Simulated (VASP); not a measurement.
A run of VASP 6.6.1 is set up as follows.

INCAR

```
  PREC = Accurate
  ENCUT = 520
  EDIFF = 1E-7
  ISMEAR = 0
  SIGMA = 0.1
  LREAL = False
  LASPH = True
  NELM = 150
  ALGO = Fast
  ISIF = 2
  LWAVE = False
  LCHARG = True
  ISPIN = 2
  MAGMOM = 0 0 0.43 0.53 0.53 0.53
  LORBIT = 11
  LMAXMIX = 4
  GGA = PE
  LELF = True
  LVHAR = True
  NBANDS = 44
```

File KPOINTS:

```
regular mesh
0
Gamma
  12 12 10
```

The input POSCAR:

```
CuNi2
1.0
    4.3354706836      0.0000000000      0.0000000000
   -2.1677353418      3.7546277494      0.0000000000
    0.0000000000      0.0000000000      4.1370831300
Cu Ni
2 4
Direct
    0.6666666667      0.3333333333      0.0000000000
    0.3333333333      0.6666666667      0.0000000000
    0.0000000000      0.0000000000      0.0000000000
    0.0000000000      0.3277794623      0.5000000000
    0.6722205377      0.6722205377      0.5000000000
    0.3277794623      0.0000000000      0.5000000000
```

Potentials or basis: VASP PAW PBE potentials, release 64 (Cu, Ni).

Run with:

```bash
$ cat potpaw_PBE.64/Cu/POTCAR potpaw_PBE.64/Ni/POTCAR > POTCAR
$ mpirun -np 1 vasp_std > vasp.out
```

Task: Predict the pressure.

Result: 0.2 GPa.

Task: What does it give for the site moments?

Result: Cu +0.00; Ni +0.36, +0.45 (each value once) μB.

Task: Estimate the largest force.

Result: 0.004 eV/Å.

Forces on the atoms (eV/Å):
```
Cu   0.000  0.000  0.000
Cu   0.000  0.000  0.000
Ni   0.000  0.000  0.000
Ni   0.002 -0.004  0.000
Ni   0.002  0.004  0.000
Ni  -0.004  0.000  0.000
```
